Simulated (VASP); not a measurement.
# Li2EuMg2 (P-1) in VASP: single point with PBE+U

Aim: the single point of Li2EuMg2 with PBE+U.

Program: VASP 6.6.1. These are calculated values, not measurements. Logs are shortened: lines on timing, memory, paths and dates and some standing lists are left out, and cuts for length are marked.

**1. The cell of the first run**

The typed cell holds 5 atoms: a = 5.319 Å, b = 5.302 Å, c = 5.954 Å, α = 67.05°, β = 89.46°, γ = 121.17°.

**2. Single point, PBE+U, collinear spin, ferromagnetic start**

The input, INCAR:

```
SYSTEM = Li2EuMg2
  PREC = Accurate
  ENCUT = 520
  EDIFF = 1E-6
  ISMEAR = -1
  SIGMA = 0.0478
  LREAL = .FALSE.
  LASPH = .TRUE.
  NELM = 150
  ALGO = Normal
  ISIF = 2
  LWAVE = .FALSE.
  LCHARG = .TRUE.
  ISPIN = 2
  MAGMOM = 7.7 0.02 0.02 0.03 0.03
  LORBIT = 11
  LMAXMIX = 6
  LDAU = .TRUE.
  LDAUTYPE = 1
  LDAUL = 3 -1 -1
  LDAUU = 4.93 0 0
  LDAUJ = 0.95 0 0
  LDAUPRINT = 1
  GGA = PE
  LELF = .TRUE.
  LVHAR = .TRUE.
  NBANDS = 26
```

The input, KPOINTS:

```
Automatic mesh
0
Gamma
  5 5 3
  0.5 0.5 0.5
```

The input, POSCAR:

```
Li2EuMg2
1.0
    5.3185275775     -0.0374546111      0.0007033037
   -2.7132605955      4.4700449640      0.8776980761
    0.0673725815      1.6730170317      5.7140233820
Eu Li Mg
1 2 2
Direct
    0.0376696249      0.0158717682      1.0034696311
    0.6204253225      0.1910243699      0.2573594951
    0.4549097152      0.8407144640      0.7495799164
    0.8223798390      0.5810912416      0.6423026789
    0.2529464984      0.4506431562      0.3646372785
```

Potentials or basis: VASP PAW PBE potentials, release 64 (Eu, Li_sv, Mg).

Started as:

```
$ cat potpaw_PBE.64/Eu/POTCAR potpaw_PBE.64/Li_sv/POTCAR potpaw_PBE.64/Mg/POTCAR > POTCAR
$ mpirun -np 1 vasp_std > vasp.out
```

OUTCAR:

```text
SYSTEM = Li2EuMg2
   PREC = Accurate
   ENCUT = 520
   EDIFF = 1E-6
   ISMEAR = -1
   LREAL = .FALSE.
   LASPH = .TRUE.
   NELM = 150
   ISIF = 2
   ISPIN = 2
   LORBIT = 11
   GGA = PE

 ion  position               nearest neighbor table
   1  0.038  0.016  0.003-   5 3.38   4 3.38   5 3.53   4 3.53   4 3.59   5 3.59
   2  0.620  0.191  0.257-   5 3.09   5 3.09   5 3.12
   3  0.455  0.841  0.750-   4 3.09   4 3.09   4 3.12
   4  0.822  0.581  0.642-   3 3.09   3 3.09   3 3.12   5 3.30   5 3.35   1 3.38   5 3.51   1 3.53
                             1 3.59
   5  0.253  0.451  0.365-   2 3.09   2 3.09   2 3.12   4 3.30   4 3.35   1 3.38   4 3.51   1 3.53
                             1 3.59

  LATTYP: Found a triclinic cell.
 ALAT       =     5.3186595055
 B/A-ratio  =     2.3012339145
 C/A-ratio  =     3.1204943381
 COS(alpha) =     0.0081419498
 COS(beta)  =     0.4790383099
 COS(gamma) =     0.8737024978

  Lattice vectors:

 A1 = (   5.3185275775,  -0.0374546111,   0.0007033037)
 A2 = (  10.7044277365,   1.5981078095,   5.7154299894)
 A3 = (   7.8970430100,  -7.8535336385, -12.3050415364)

Analysis of symmetry for initial positions (statically):
=====================================================================
 Subroutine PRICEL returns:
 Original cell was already a primitive cell.

 Routine SETGRP: Setting up the symmetry group for a
 triclinic supercell.

 Subroutine GETGRP returns: Found  1 space group operations
 (whereof  1 operations were pure point group operations)
 out of a pool of  2 trial point group operations.

The static configuration has the point symmetry C_1 .

Analysis of symmetry for dynamics (positions and initial velocities):
=====================================================================
 Subroutine PRICEL returns:
 Original cell was already a primitive cell.

 Routine SETGRP: Setting up the symmetry group for a
 triclinic supercell.

 Subroutine GETGRP returns: Found  1 space group operations
 (whereof  1 operations were pure point group operations)
 out of a pool of  2 trial point group operations.

The dynamic configuration has the point symmetry C_1 .

Analysis of structural, dynamic, and magnetic symmetry:
=====================================================================
 Subroutine PRICEL returns:
 Original cell was already a primitive cell.

 Routine SETGRP: Setting up the symmetry group for a
 triclinic supercell.

 Subroutine GETGRP returns: Found  1 space group operations
 (whereof  1 operations were pure point group operations)
 out of a pool of  2 trial point group operations.

The overall configuration has the point symmetry C_1 .

 Subroutine INISYM returns: Found  1 space group operations
 (whereof  1 operations are pure point group operations),
[... 142 lines left out ...]

atom =   1  type =  1  l = 3

 onsite density matrix

spin component  1

  0.9722  0.0001  0.0009 -0.0012  0.0002  0.0002 -0.0002
  0.0001  0.9710 -0.0001 -0.0000  0.0005 -0.0001  0.0004
  0.0009 -0.0001  0.9689  0.0001  0.0000 -0.0001 -0.0004
 -0.0012 -0.0000  0.0001  0.9700 -0.0002 -0.0004 -0.0003
  0.0002  0.0005  0.0000 -0.0002  0.9703 -0.0001  0.0003
  0.0002 -0.0001 -0.0001 -0.0004 -0.0001  0.9710 -0.0001
 -0.0002  0.0004 -0.0004 -0.0003  0.0003 -0.0001  0.9688

spin component  2

  0.0001  0.0000 -0.0000  0.0001 -0.0000 -0.0000 -0.0000
  0.0000  0.0002  0.0000  0.0000 -0.0000 -0.0000  0.0000
 -0.0000  0.0000  0.0002  0.0000 -0.0000  0.0001 -0.0000
  0.0001  0.0000  0.0000  0.0002 -0.0000  0.0001 -0.0000
 -0.0000 -0.0000 -0.0000 -0.0000  0.0003 -0.0000 -0.0000
 -0.0000 -0.0000  0.0001  0.0001 -0.0000  0.0002 -0.0000
 -0.0000  0.0000 -0.0000 -0.0000 -0.0000 -0.0000  0.0002

 occupancies and eigenvectors

  o =  0.0001  v =  0.0000  0.0000  0.0000  0.0000  0.0000  0.0000  0.0000  0.7838  0.0045  0.2431 -0.5171  0.0065  0.2431  0.0058      0.0000  0.0000  0.0000  0.0000  0.0000  0.0000  0.0000  0.0000  0.0000  0.0000  0.0000  0.0000  0.0000  0.0000
  o =  0.0002  v =  0.0000  0.0000  0.0000  0.0000  0.0000  0.0000  0.0000 -0.2110  0.3011 -0.5041 -0.2010  0.0366  0.7517 -0.0617      0.0000  0.0000  0.0000  0.0000  0.0000  0.0000  0.0000  0.0000  0.0000  0.0000  0.0000  0.0000  0.0000  0.0000
  o =  0.0002  v =  0.0000  0.0000  0.0000  0.0000  0.0000  0.0000  0.0000  0.0711  0.3582  0.0301  0.1360  0.2085 -0.0036  0.8965      0.0000  0.0000  0.0000  0.0000  0.0000  0.0000  0.0000  0.0000  0.0000  0.0000  0.0000  0.0000  0.0000  0.0000
  o =  0.0002  v =  0.0000  0.0000  0.0000  0.0000  0.0000  0.0000  0.0000  0.0480  0.8490  0.1382  0.0159  0.1754 -0.2703 -0.3919      0.0000  0.0000  0.0000  0.0000  0.0000  0.0000  0.0000  0.0000  0.0000  0.0000  0.0000  0.0000  0.0000  0.0000
  o =  0.0002  v =  0.0000  0.0000  0.0000  0.0000  0.0000  0.0000  0.0000 -0.5733  0.0278  0.4664 -0.6594 -0.0370 -0.0234  0.1273      0.0000  0.0000  0.0000  0.0000  0.0000  0.0000  0.0000  0.0000  0.0000  0.0000  0.0000  0.0000  0.0000  0.0000
  o =  0.0003  v =  0.0000  0.0000  0.0000  0.0000  0.0000  0.0000  0.0000 -0.0717 -0.1373  0.5304  0.3544  0.5915  0.4445 -0.1468      0.0000  0.0000  0.0000  0.0000  0.0000  0.0000  0.0000  0.0000  0.0000  0.0000  0.0000  0.0000  0.0000  0.0000
  o =  0.0004  v =  0.0000  0.0000  0.0000  0.0000  0.0000  0.0000  0.0000  0.0007 -0.2013 -0.4097 -0.3361  0.7570 -0.3233 -0.0322      0.0000  0.0000  0.0000  0.0000  0.0000  0.0000  0.0000  0.0000  0.0000  0.0000  0.0000  0.0000  0.0000  0.0000
  o =  0.9683  v = -0.1806 -0.0437  0.7757 -0.0695 -0.0744  0.0542  0.5920  0.0000  0.0000  0.0000  0.0000  0.0000  0.0000  0.0000      0.0000  0.0000  0.0000  0.0000  0.0000  0.0000  0.0000  0.0000  0.0000  0.0000  0.0000  0.0000  0.0000  0.0000
  o =  0.9686  v = -0.3193  0.1297  0.4061 -0.5128  0.0433 -0.0490 -0.6702  0.0000  0.0000  0.0000  0.0000  0.0000  0.0000  0.0000      0.0000  0.0000  0.0000  0.0000  0.0000  0.0000  0.0000  0.0000  0.0000  0.0000  0.0000  0.0000  0.0000  0.0000
  o =  0.9698  v =  0.1288  0.0203  0.3847  0.7031  0.3810  0.2611 -0.3568  0.0000  0.0000  0.0000  0.0000  0.0000  0.0000  0.0000      0.0000  0.0000  0.0000  0.0000  0.0000  0.0000  0.0000  0.0000  0.0000  0.0000  0.0000  0.0000  0.0000  0.0000
  o =  0.9700  v = -0.1150 -0.5199 -0.1035 -0.2491  0.7894 -0.0453  0.1363  0.0000  0.0000  0.0000  0.0000  0.0000  0.0000  0.0000      0.0000  0.0000  0.0000  0.0000  0.0000  0.0000  0.0000  0.0000  0.0000  0.0000  0.0000  0.0000  0.0000  0.0000
  o =  0.9710  v = -0.2231  0.3523 -0.1996 -0.1801  0.1411  0.8454  0.1387  0.0000  0.0000  0.0000  0.0000  0.0000  0.0000  0.0000      0.0000  0.0000  0.0000  0.0000  0.0000  0.0000  0.0000  0.0000  0.0000  0.0000  0.0000  0.0000  0.0000  0.0000
  o =  0.9715  v =  0.0104 -0.7630  0.0289 -0.0102 -0.4435  0.4301 -0.1873  0.0000  0.0000  0.0000  0.0000  0.0000  0.0000  0.0000      0.0000  0.0000  0.0000  0.0000  0.0000  0.0000  0.0000  0.0000  0.0000  0.0000  0.0000  0.0000  0.0000  0.0000
  o =  0.9730  v = -0.8864 -0.0651 -0.1844  0.3785 -0.0882 -0.1574  0.0141  0.0000  0.0000  0.0000  0.0000  0.0000  0.0000  0.0000      0.0000  0.0000  0.0000  0.0000  0.0000  0.0000  0.0000  0.0000  0.0000  0.0000  0.0000  0.0000  0.0000  0.0000

 number of electron      27.0000002 magnetization       7.5674324

 Free energy of the ion-electron system (eV)
  ---------------------------------------------------
  ext. energy  EPLUGINS =         0.00000000
  ---------------------------------------------------
  free energy    TOTEN  =       -17.94142285 eV

  energy without entropy =      -17.91907292  energy(sigma->0) =      -17.93024788

 E-fermi :   1.7054     XC(G=0):  -8.1744

 val. band max:        1.6901782296   @ k =   0.1000   0.1000   0.5000
 cond. band min:       1.7104471994   @ k =   0.5000   0.1000   0.1667
 fundamental gap:      0.0202689698
 Fermi energy:         1.7054123098

 spin component 1

 k-point     1 :       0.1000    0.1000    0.1667
  band No.  band energies     occupation
      1     -44.7828      1.00000
      2     -44.7669      1.00000
      3     -39.0474      1.00000
      4     -18.0101      1.00000
      5     -17.9625      1.00000
      6     -17.9598      1.00000
[... 1337 lines left out ...]
     24       9.2085      0.00000
     25       9.2921      0.00000

 [... further k-points ...]

 [bands above 25 left out]

------------------------ aborting loop because EDIFF is reached ----------------------------------------

  FORCE on cell =-STRESS in cart. coord.  units (eV):
  Direction    XX          YY          ZZ          XY          YZ          ZX
  --------------------------------------------------------------------------------------
  -------------------------------------------------------------------------------------
  Total       -0.0370652     -0.0187540     -0.0080160      0.0022071      0.0110604      0.0066085
  in kB       -0.4659491     -0.2357583     -0.1007692      0.0277456      0.1390415      0.0830764
  external PRESSURE =      -0.2674922 kB  Pullay stress =       0.0000000 kB

 VOLUME and BASIS-vectors are now :
 -----------------------------------------------------------------------------
  energy-cutoff  :      520.00
  volume of cell :      127.45
      direct lattice vectors                 reciprocal lattice vectors
     5.318527578 -0.037454611  0.000703304     0.188886915  0.122109311 -0.037979676
    -2.713260595  4.470044964  0.877698076     0.001688459  0.238448564 -0.069835602
     0.067372582  1.673017032  5.714023382    -0.000282603 -0.036641734  0.185739752

 POSITION                                       TOTAL-FORCE (eV/Angst)
 -----------------------------------------------------------------------------------
      0.15752      0.07534      0.03378        -0.000141      0.000177      0.000016
      2.79879      1.26122      1.63866         0.000861     -0.001149      0.004071
      0.18887      4.99505      5.02133        -0.000589      0.000801     -0.004122
      2.84047      3.64129      4.18073         0.000776      0.002145     -0.006611
      0.14716      2.61497      2.47925        -0.000907     -0.001973      0.006647
 -----------------------------------------------------------------------------------
    total drift:                                0.000473     -0.000309     -0.000078

  FREE ENERGIE OF THE ION-ELECTRON SYSTEM (eV)
  ---------------------------------------------------
  free  energy   TOTEN  =       -17.9414228469 eV

  energy  without entropy=      -17.9190729156  energy(sigma->0) =      -17.93024788

 total charge

# of ion       s       p       d       f       tot
--------------------------------------------------
    1        2.058   5.749   0.268   6.787  14.862
    2        2.031   0.049   0.000   0.000   2.080
    3        2.031   0.049   0.000   0.000   2.080
    4        0.226   0.111   0.005   0.000   0.342
    5        0.226   0.111   0.005   0.000   0.342
--------------------------------------------------
tot          6.572   6.068   0.278   6.787  19.705

 magnetization (x)

# of ion       s       p       d       f       tot
--------------------------------------------------
    1       -0.006  -0.106   0.100   6.784   6.772
    2        0.001   0.004   0.000   0.000   0.006
    3        0.001   0.004   0.000   0.000   0.006
    4       -0.004   0.010   0.001   0.000   0.007
    5       -0.004   0.010   0.001   0.000   0.007
--------------------------------------------------
tot         -0.011  -0.077   0.102   6.784   6.797
```

Wall time 8.9 min (1 thread of AMD EPYC 7R43 (Zen 3), shared host); peak memory 0.44 GiB.

What came out:

```
Free energy                                           : -17.9414 eV
Largest force                                         : 0.007 eV/Å
Net moment                                            : 7.57 μB per cell
Site moments                                          : Eu +6.77; Li +0.01; Mg +0.01 μB
Valence electrons inside the program's atomic spheres : Eu 14.86; Li 2.08; Mg 0.34
```

Forces on the atoms (eV/Å):
```
Eu   0.000  0.000  0.000
Li   0.001 -0.001  0.004
Li  -0.001  0.001 -0.004
Mg   0.001  0.002 -0.007
Mg  -0.001 -0.002  0.007
```

Eigenvalues of the final occupation matrices:
```tsv
site	spin	trace	eigenvalues
site 1 f	1	6.79	0.97 0.97 0.97 0.97 0.97 0.97 0.97
site 1 f	2	0.00	0.00 0.00 0.00 0.00 0.00 0.00 0.00
```

Caveat: the k points lie up to 0.40 Å⁻¹ apart; the cutoff is under 1.25 times the usual one of these potentials, so pressure, stress and relaxed cells hold a basis-set (Pulay) error; spin-orbit coupling is left out, which moves the levels of the heavy elements. The state reached can hang on the start; a lower one may exist.
